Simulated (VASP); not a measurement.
A run of VASP 6.6.1 is set up as follows.

INCAR

```
SYSTEM = Al
ALGO = Normal ; EDIFF = 1E-6
ENCUT = 520 ; GGA = CA
ISIF = 2 ; ISMEAR = 0
LASPH = .TRUE. ; LCHARG = .TRUE.
LELF = .TRUE. ; LREAL = .FALSE.
LVHAR = .TRUE. ; LWAVE = .FALSE.
NBANDS = 10 ; NELM = 80
PREC = Accurate ; SIGMA = 0.15
```

File KPOINTS:

```
k-points
0
G
  18 18 10
  0 0 0
```

Contents of POSCAR:

```
Al
1.0
    2.7184000000      0.0000000000      0.0000000000
   -1.3592000000      2.3542034577      0.0000000000
    0.0000000000      0.0000000000      4.9205000000
Al
2
Direct
    0.6666666667      0.3333333333      0.7500000000
    0.3333333333      0.6666666667      0.2500000000
```

Potentials or basis: VASP PAW LDA potentials, release 64 (Al).

Launch:

```console
$ cat potpaw_LDA.64/Al/POTCAR > POTCAR
$ mpirun -np 1 vasp_std > vasp.out
```

Task: What does it give for the band gap on the k mesh?

Result: Zero (band 3 reaches 11.62 eV, above the bottom of band 4 at 5.25 eV).

Task: Predict the pressure.

Result: 2.2 GPa.

Stress tensor (GPa, compression positive):
```
 4.64  0.00  0.00
 0.00  4.64  0.00
 0.00  0.00 -2.73
```
